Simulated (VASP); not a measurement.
Wanted: the native input for a VASP 6.6.1 run.

- Task: single point
- Functional: LDA
- Potentials or basis: VASP PAW LDA potentials, release 64 (In_d)
- Cutoff: 520 eV
- k mesh: 14 × 14 × 14
- Occupations: fermi-dirac, width 0.05 eV
- Spin: no spin polarisation
- Dipole correction: no
- Further INCAR settings: ALGO = Normal; EDIFF = 1e-06; NBANDS = 12

The structure of In lies in POSCAR:

```
In
1.0
    2.8467546259      0.0000000000      0.0000000000
    0.0000000000      2.8467546259      0.0000000000
    0.0000000000      0.0000000000      2.8467546259
In
1
Direct
    0.0000000000      0.0000000000      0.0000000000
```

This cell differs from its parent crystal: volume scaled by 0.88.

One way to write it, as run:

INCAR

```
PREC = Accurate
ENCUT = 520
EDIFF = 1E-6
ISMEAR = -1
SIGMA = 0.05
LREAL = False
LASPH = True
NELM = 80
ALGO = Normal
ISIF = 2
LWAVE = False
LCHARG = False
NBANDS = 12
```

KPOINTS

```
Automatic mesh
0
Gamma
  14 14 14
```

Potentials or basis: VASP PAW LDA potentials, release 64 (In_d).

Command:

```sh
$ cat potpaw_LDA.64/In_d/POTCAR > POTCAR
$ mpirun -np 1 vasp_std > vasp.out
```

It gave:

```json
{
 "Pressure": "8.2 GPa"
}
```

Wall time 17 s on 1 thread of AMD EPYC 7R13 Processor (Zen 3), with other jobs on the host, peak memory 0.12 GiB.
